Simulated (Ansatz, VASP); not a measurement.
**Two plane-wave programs on MgO**

POSCAR

```
MgO
1.0
    0.0000000000      2.1021680256      2.1021680256
    2.1021680256      0.0000000000      2.1021680256
    2.1021680256      2.1021680256      0.0000000000
Mg O
1 1
Direct
    0.0000000000      0.0000000000      0.0000000000
    0.5000000000      0.5000000000      0.5000000000
```

INCAR.step1

```
SYSTEM = MgO
PREC = Accurate
ENCUT = 520
ISMEAR = 0
SIGMA = 0.01
LREAL = .False.
LASPH = .True.
NELM = 100
NBANDS = 11
GGA = PE
ALGO = Normal
EDIFF = 1E-4
LWAVE = .True.
LCHARG = .False.
```

Contents of INCAR.step2:

```
SYSTEM = MgO
PREC = Accurate
ENCUT = 520
EDIFF = 1E-7
ISMEAR = 0
SIGMA = 0.01
LREAL = .False.
LASPH = .True.
NELM = 100
ALGO = Normal
ISIF = 2
LWAVE = .False.
LCHARG = .False.
METAGGA = R2SCAN
LMIXTAU = .True.
NBANDS = 11
ISTART = 1
```

KPOINTS

```
Automatic mesh
0
Gamma
  8 8 8
  0 0 0
```

Input for Ansatz:

```yaml
crystal:
  lattice:
    - [0.0, 2.1021680256, 2.1021680256]
    - [2.1021680256, 0.0, 2.1021680256]
    - [2.1021680256, 2.1021680256, 0.0]
  atoms:
    - { symbol: Mg, position: [0.0, 0.0, 0.0] }
    - { symbol: O, position: [0.5, 0.5, 0.5] }
kpoints:
  mp_grid: { grid: [8, 8, 8] }
hamiltonian:
  xc: r2scan
scf:
  occupations: { method: fixed }
  n_extra_bands: 4
output:
  forces: true
  stress: true
  eigenvalues: true
```

Alike in both runs: task single point; functional r2SCAN; k mesh 8 × 8 × 8; no spin polarisation.

|  | VASP | Ansatz |
| --- | --- | --- |
| version | VASP 6.6.1 | Ansatz 0.2.0 |
| potentials or method | VASP PAW PBE potentials, release 64 (Mg, O) | plane waves, PAW |
| plane-wave cutoff (eV) | 520 | 500 |
| occupations | gaussian, width 0.01 eV | fixed |
| valence electrons in the cell | 8 | 16 |

|  | VASP | Ansatz | Ansatz less VASP |
| --- | --- | --- | --- |
| gap on the k mesh at the Fermi level (eV) | 5.66 | 5.68 | +0.025 |
| pressure (GPa) | -1.1 | 0.0 | +1.15 |

VASP's potentials were made for PBE, not for r2SCAN. VASP's potentials hold 8 valence electrons a cell and Ansatz's 16, so a difference there can come from the potentials and not from the codes.
